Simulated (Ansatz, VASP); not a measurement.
**BN in VASP and in Ansatz**

The input INCAR:

```
SYSTEM = BN
ALGO     = Normal         ! electronic algorithm
EDIFF    = 1E-7           ! SCF threshold, eV
ENCUT    = 520            ! plane-wave cutoff, eV
GGA      = PE             ! functional
ISIF     = 2              ! what is computed and relaxed
ISMEAR   = 0              ! smearing method
LASPH    = .True.         ! aspherical terms in the spheres
LCHARG   = .True.         ! write CHGCAR
LELF     = .True.         ! ELF
LREAL    = .False.        ! projectors in reciprocal space
LVHAR    = .True.       
LWAVE    = .False.        ! write WAVECAR
NBANDS   = 11             ! bands
NELM     = 60             ! most SCF steps
PREC     = Accurate       ! precision mode
SIGMA    = 0.05           ! smearing width, eV
```

File KPOINTS:

```
k-points
0
Gamma
  12 12 12
  0 0 0
```

POSCAR

```
BN
1.0
    0.0000000000      1.9757810097      1.8370813665
    1.8370813665      0.0000000000      1.8370813665
    1.8370813665      1.9757810097      0.0000000000
B N
1 1
Direct
    0.0000000000      0.0000000000      0.0000000000
    0.7500000000      0.7500000000      0.7500000000
```

Input for Ansatz:

```yaml
crystal:
  lattice:
    - [0.0, 1.9757810097, 1.8370813665]
    - [1.8370813665, 0.0, 1.8370813665]
    - [1.8370813665, 1.9757810097, 0.0]
  atoms:
    - { symbol: B, position: [0.0, 0.0, 0.0] }
    - { symbol: "N", position: [0.75, 0.75, 0.75] }
basis:
  ecutwfc: 520.0
kpoints:
  mp_grid: { grid: [12, 12, 12] }
hamiltonian:
  xc: pbe
scf:
  occupations: { method: gaussian, width: 0.05 }
output:
  forces: true
  stress: true
  eigenvalues: true
```

Alike in both runs: task single point; functional PBE; k mesh 12 × 12 × 12; occupations gaussian, width 0.05 eV; no spin polarisation.

```csv
,VASP,Ansatz
version,VASP 6.6.1,Ansatz 0.2.0
potentials or method,"VASP PAW PBE potentials, release 64 (B, N), cutoff 520 eV","scalar-relativistic, plane waves, PAW"
valence electrons in the cell,8,8
```

|  | VASP | Ansatz | Ansatz less VASP |
| --- | --- | --- | --- |
| gap on the k mesh at the Fermi level (eV) | 3.73 | 3.74 | +0.008 |
| least direct gap on the mesh (eV) | 7.79 | 7.79 | 0.000 |

The functional is the same, so the differences come from potentials, cutoffs and numerics.
